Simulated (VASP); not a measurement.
# Al (Cmcm) in VASP: further runs

Runs on Al. Level: PBE. Tasks: single point, relaxation of the atoms.

Everything below comes from runs of VASP 6.6.1. Logs are shortened: lines on timing, memory, paths and dates and some standing lists are left out, and cuts for length are marked.

### Step 1. The cell of the first run

Symmetry: Cmcm, No. 63, orthorhombic system. The conventional cell has a = 4.575 Å, b = 3.235 Å, c = 4.575 Å, α = 90.00°, β = 90.00°, γ = 90.00°. Within 3.5 Å of Al (site symmetry m2m) lie 14 Al at 2.67 to 3.24 Å.

### Step 2. Single point, PBE (mode 1 frozen in at +0.000 Å and mode 5 at -0.123 Å (largest displacements))

INCAR reads:

```
ALGO = Fast
EDIFF = 1E-7
ENCUT = 520
GGA = PE
ISIF = 2
ISMEAR = 0
LASPH = T
LCHARG = F
LREAL = F
LWAVE = F
NBANDS = 10
NELM = 80
PREC = Accurate
SIGMA = 0.15
```

KPOINTS reads:

```
k-points
0
Gamma
  20 20 12
```

POSCAR reads:

```
Al
1.0
   -1.6175102401      1.6175102401      1.6175102401
    1.6175102401     -1.6175102401      1.6175102401
    3.2350204801      3.2350204801      0.0000000000
Al
2
Direct
   -0.0380213976     -0.0380213976      0.0000000000
    0.5380213976      0.5380213976      0.5000000000
```

Potentials or basis: VASP PAW PBE potentials, release 64 (Al).

On the command line:

```
cat potpaw_PBE.64/Al/POTCAR > POTCAR
mpirun -np 1 vasp_std > vasp.out
```

OUTCAR:

```text
EDIFF = 1E-7
   ENCUT = 520
   GGA = PE
   ISIF = 2
   ISMEAR = 0
   LASPH = T
   LREAL = F
   NELM = 80
   PREC = Accurate

 ion  position               nearest neighbor table
   1  0.962  0.962  0.000-   2 2.67   2 2.67   2 2.95   2 2.95   2 3.24   2 3.24   2 3.24   2 3.24

   2  0.538  0.538  0.500-   1 2.67   1 2.67   1 2.95   1 2.95   1 3.24   1 3.24   1 3.24   1 3.24

  LATTYP: Found a base centered orthorhombic cell.
 ALAT       =     3.2350204802
 B/A-ratio  =     1.4142135624
 C/A-ratio  =     1.4142135623

  Lattice vectors:

 A1 = (  -1.6175102401,   1.6175102401,   1.6175102401)
 A2 = (   1.6175102401,  -1.6175102401,   1.6175102401)
 A3 = (   3.2350204801,   3.2350204801,   0.0000000000)

Analysis of symmetry for initial positions (statically):
=====================================================================
 Subroutine PRICEL returns:
 Original cell was already a primitive cell.

 Routine SETGRP: Setting up the symmetry group for a
 base centered orthorhombic supercell.

 Subroutine GETGRP returns: Found  8 space group operations
 (whereof  4 operations were pure point group operations)
 out of a pool of  8 trial point group operations.

The static configuration has the point symmetry C_2v.
 The point group associated with its full space group is D_2h.

Analysis of symmetry for dynamics (positions and initial velocities):
=====================================================================
 Subroutine PRICEL returns:
 Original cell was already a primitive cell.

 Routine SETGRP: Setting up the symmetry group for a
 base centered orthorhombic supercell.

 Subroutine GETGRP returns: Found  8 space group operations
 (whereof  4 operations were pure point group operations)
 out of a pool of  8 trial point group operations.

The dynamic configuration has the point symmetry C_2v.
 The point group associated with its full space group is D_2h.

 Subroutine INISYM returns: Found  8 space group operations
 (whereof  4 operations are pure point group operations),
 and found     1 'primitive' translations

----------------------------------------------------------------------------------------

                                     Primitive cell

  volume of cell :      33.8556

  direct lattice vectors                    reciprocal lattice vectors
    -1.617510240  1.617510240  1.617510240    -0.154558527  0.154558527  0.309117054
     1.617510240 -1.617510240  1.617510240     0.154558527 -0.154558527  0.309117054
     3.235020480  3.235020480  0.000000000     0.154558527  0.154558527  0.000000000

  length of vectors
     2.801609918  2.801609918  4.575009838     0.378589526  0.378589526  0.218578765

  position of ions in fractional coordinates (direct lattice)
     0.961978602  0.961978602  0.000000000
     0.538021398  0.538021398  0.500000000

  ion indices of the primitive-cell ions
   primitive index   ion index
                 1           1
                 2           2

----------------------------------------------------------------------------------------

 KPOINTS: k-points

Automatic generation of k-mesh.
 Grid dimensions read from file:
 generate k-points for:   20   20   12

 Generating k-lattice:

  Cartesian coordinates                     Fractional coordinates (reciprocal lattice)
    -0.007727926  0.007727926  0.015455853     0.050000000  0.000000000  0.000000000
     0.007727926 -0.007727926  0.015455853     0.000000000  0.050000000  0.000000000
     0.012879877  0.012879877  0.000000000     0.000000000  0.000000000  0.083333333

  Length of vectors
     0.018929476  0.018929476  0.018214897

  Shift w.r.t. Gamma in fractional coordinates (k-lattice)
     0.000000000  0.000000000  0.000000000

 Subroutine IBZKPT returns following result:
 ===========================================

 Found    777 irreducible k-points:

 Following reciprocal coordinates:
            Coordinates               Weight
  0.000000  0.000000  0.000000      1.000000
  0.050000  0.000000  0.000000      4.000000
  0.100000  0.000000  0.000000      4.000000
  0.150000  0.000000  0.000000      4.000000
  0.200000  0.000000  0.000000      4.000000
  0.250000  0.000000  0.000000      4.000000
[... 16 lines left out ...]
 -0.400000  0.050000  0.000000      4.000000
 -0.350000  0.050000  0.000000      4.000000
 [... further k-points ...]
   k-points           NKPTS =    777   k-points in BZ     NKDIM =    777   number of bands    NBANDS=     10
   number of dos      NEDOS =    301   number of ions     NIONS =      2
   total plane-waves  NPLWV =  20736
   dimension x,y,z NGX =    24 NGY =   24 NGZ =   36
   dimension x,y,z NGXF=    48 NGYF=   48 NGZF=   72
   ions per type =               2
   NGX,Y,Z   is equivalent  to a cutoff of  14.24, 14.24, 13.08 a.u.
   NGXF,Y,Z  is equivalent  to a cutoff of  28.48, 28.48, 26.16 a.u.
 SYSTEM =  unknown system
   PREC   = accura    normal or accurate (medium, high low for compatibility)
   ISTART =      0    job   : 0-new  1-cont  2-samecut
   ICHARG =      2    charge: 1-file 2-atom 10-const
   ISPIN  =      1    spin polarized calculation?
   LNONCOLLINEAR =      F non collinear calculations
   LSORBIT =      F    spin-orbit coupling
   LASPH  =      T    aspherical Exc in radial PAW
   ENCUT  =  520.0 eV  38.22 Ry    6.18 a.u.   5.21  5.21  8.51*2*pi/ulx,y,z
   NELM   =     80;   NELMIN=  2; NELMDL= -5     # of ELM steps
   EDIFF  = 0.1E-06   stopping-criterion for ELM
   LREAL  =      F    real-space projection
   EDIFFG = 0.1E-05   stopping-criterion for IOM
   NSW    =      0    number of steps for IOM
   IBRION =     -1    ionic relax: 0-MD 1-quasi-New 2-CG
   NFREE  =      0    steps in history (QN), initial steepest desc. (CG)
   ISIF   =      2    stress and relaxation
   ISYM   =      2    0-nonsym 1-usesym 2-fastsym
   POTIM  = 0.5000    time-step for ionic-motion
   TEBEG  =    0.0;   TEEND  =   0.0 temperature during run
   PSTRESS=    0.0 pullay stress
   NELECT =       6.0000    total number of electrons
   NUPDOWN=      -1.0000    fix difference up-down
   EMIN   =  10.00;   EMAX   =-10.00  energy-range for DOS
   EFERMI =   0.00;   METHOD = LEGACY
   ISMEAR =     0;   SIGMA  =   0.15  broadening in eV -4-tet -1-fermi 0-gaus
   EFERMI_NEDOS =   21; number of points for ismear=-14 and -15
   IALGO  =     68    algorithm
   IMIX   =      4    mixing-type and parameters
     AMIX     =   0.40;   BMIX     =  1.00
     AMIX_MAG =   1.60;   BMIX_MAG =  1.00
  volume/ion in A,a.u.               =      16.93       114.23
  Fermi-wavevector in a.u.,A,eV,Ry     =   0.919563  1.737722 11.505037  0.845596
  Thomas-Fermi vector in A             =   2.044771
   LORBIT       =      0    0 simple, 1 ext, 2 COOP (PROOUT), +10 PAW based schemes
   GGA     = PE    functional components
   LHFCALC =     F    Hartree Fock is set to
   AEXX    =    0.0000 exact exchange contribution
   IVDW    =     0    specifies the selected vdW correction
   LEPSILON=     F    determine dielectric tensor
   LRPA    =     F    only Hartree local field effects (RPA)
 non-spin polarized calculation
 RMM-DIIS sequential band-by-band and
 Gauss-broadening in eV      SIGMA  =   0.15
  energy-cutoff  :      520.00
  volume of cell :       33.86
 maximum number of plane-waves:       928
 NGX is ok and might be reduce to    24
   NGX = 11   NGY = 11   NGZ = 17

 number of electron       6.0000000 magnetization

 Free energy of the ion-electron system (eV)
  ---------------------------------------------------
  ext. energy  EPLUGINS =         0.00000000
  ---------------------------------------------------
  free energy    TOTEN  =        -7.24588093 eV

  energy without entropy =       -7.23618417  energy(sigma->0) =       -7.24103255

 E-fermi :   7.7091     XC(G=0): -10.1045

 val. band max:        7.7069010958   @ k =   0.2000   0.1500   0.1667
 cond. band min:       7.7197466572   @ k =  -0.3500   0.1000   0.4167
 fundamental gap:      0.0128455614
 Fermi energy:         7.7091212738

 k-point     1 :       0.0000    0.0000    0.0000
  band No.  band energies     occupation
      1      -3.2235      2.00000
      2       3.4927      2.00000
      3       3.9039      2.00000
      4      15.7404      0.00000
      5      15.9857      0.00000
      6      17.3897      0.00000
      7      18.5197      0.00000
      8      20.8717      0.00000
      9      20.9729      0.00000
     10      21.0431      0.00000

 k-point     2 :       0.0500    0.0000    0.0000
  band No.  band energies     occupation
      1      -3.1705      2.00000
      2       3.5418      2.00000
      3       3.9560      2.00000
      4      14.6728      0.00000
      5      15.9128      0.00000
      6      17.8506      0.00000
      7      19.2660      0.00000
      8      20.2921      0.00000
      9      20.2993      0.00000
     10      20.6921      0.00000

 k-point     3 :       0.1000    0.0000    0.0000
  band No.  band energies     occupation
      1      -3.0115      2.00000
      2       3.6892      2.00000
      3       4.1119      2.00000
      4      13.0662      0.00000
      5      15.6062      0.00000
      6      18.2348      0.00000
      7      19.0015      0.00000
      8      19.3490      0.00000
      9      20.0907      0.00000
     10      20.7643      0.00000
[... 248 lines left out ...]
 k-point    23 :      -0.4000    0.0500    0.0000
  band No.  band energies     occupation
      1      -0.0934      2.00000
      2       4.6587      2.00000
      3       6.4150      2.00000
      4       7.0419      2.00000
      5      11.0798      0.00000
      6      11.5646      0.00000
      7      14.5650      0.00000
      8      16.4353      0.00000
      9      21.0202      0.00000
     10      21.4669      0.00000

 k-point    24 :      -0.3500    0.0500    0.0000
  band No.  band energies     occupation
      1      -0.8387      2.00000
      2       5.7168      2.00000
      3       5.7527      2.00000
      4       6.5134      2.00000
      5      12.3290      0.00000
      6      12.7611      0.00000
      7      15.1254      0.00000
      8      16.3930      0.00000
      9      21.5953      0.00000
     10      21.6375      0.00000

 [... further k-points ...]

------------------------ aborting loop because EDIFF is reached ----------------------------------------

  FORCE on cell =-STRESS in cart. coord.  units (eV):
  Direction    XX          YY          ZZ          XY          YZ          ZX
  --------------------------------------------------------------------------------------
  -------------------------------------------------------------------------------------
  Total        0.2797603      0.2797603      0.0530156      0.2188262     -0.0000000      0.0000000
  in kB       13.2393183     13.2393183      2.5089012     10.3556840     -0.0000000      0.0000000
  external PRESSURE =       9.6625126 kB  Pullay stress =       0.0000000 kB

 VOLUME and BASIS-vectors are now :
 -----------------------------------------------------------------------------
  energy-cutoff  :      520.00
  volume of cell :       33.86
      direct lattice vectors                 reciprocal lattice vectors
    -1.617510240  1.617510240  1.617510240    -0.154558527  0.154558527  0.309117054
     1.617510240 -1.617510240  1.617510240     0.154558527 -0.154558527  0.309117054
     3.235020480  3.235020480  0.000000000     0.154558527  0.154558527  0.000000000

 POSITION                                       TOTAL-FORCE (eV/Angst)
 -----------------------------------------------------------------------------------
      0.00000      0.00000      3.11202         0.000000      0.000000      0.477514
      1.61751      1.61751      1.74051        -0.000000     -0.000000     -0.477514
 -----------------------------------------------------------------------------------
    total drift:                               -0.000000     -0.000000     -0.000000

  FREE ENERGIE OF THE ION-ELECTRON SYSTEM (eV)
  ---------------------------------------------------
  free  energy   TOTEN  =        -7.2458809325 eV

  energy  without entropy=       -7.2361841686  energy(sigma->0) =       -7.24103255
```

Wall time 1.8 min (1 thread of Intel Xeon Platinum 8488C (Sapphire Rapids), shared host); peak memory 0.31 GiB.

Results:

* Free energy: -7.2459 eV
* Pressure: 1.0 GPa
* Largest force: 0.478 eV/Å
* Band gap on the k mesh: zero (band 3 reaches 12.57 eV, above the bottom of band 4 at 3.93 eV)

Forces on the atoms (eV/Å):
```
Al   0.000  0.000  0.478
Al   0.000  0.000 -0.478
```

Caveat: the cell differs from its parent crystal (mode 1 frozen in at +0.000 Å and mode 5 at -0.123 Å (largest displacements)).

[end of part 1 of 3]
